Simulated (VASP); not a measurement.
A run of VASP 6.6.1 is set up as follows.

Contents of INCAR:

```
PREC = Accurate
ENCUT = 520
EDIFF = 1E-7
ISMEAR = 0
SIGMA = 0.01
LREAL = False
LASPH = True
NELM = 100
ALGO = Normal
ISIF = 2
LWAVE = False
LCHARG = True
GGA = CA
LELF = True
LVHAR = True
NBANDS = 26
```

KPOINTS

```
Automatic mesh
0
Gamma
  12 12 6
```

The input POSCAR:

```
ZnO
1.0
    3.2353522132      0.0000000000      0.0000000000
   -1.6176761066      2.8018972068      0.0000000000
    0.0000000000      0.0000000000      5.2109131292
Zn O
2 2
Direct
    0.3333333333      0.6666666667      0.4996551084
    0.6666666667      0.3333333333     -0.0003448916
    0.6666666667      0.3333333333      0.3793548916
    0.3333333333      0.6666666667      0.8793548916
```

Potentials or basis: VASP PAW LDA potentials, release 64 (Zn, O).

The run is started by

```sh
$ cat potpaw_LDA.64/Zn/POTCAR potpaw_LDA.64/O/POTCAR > POTCAR
$ mpirun -np 1 vasp_std > vasp.out
```

(1) What does it give for the band gap on the k mesh?

(2) Estimate the largest force.

(3) Predict the pressure.

## Answers

(1) 0.75 eV.

(2) 0.009 eV/Å.

(3) -5.0 GPa.

Caveat: the cell stands under tension.
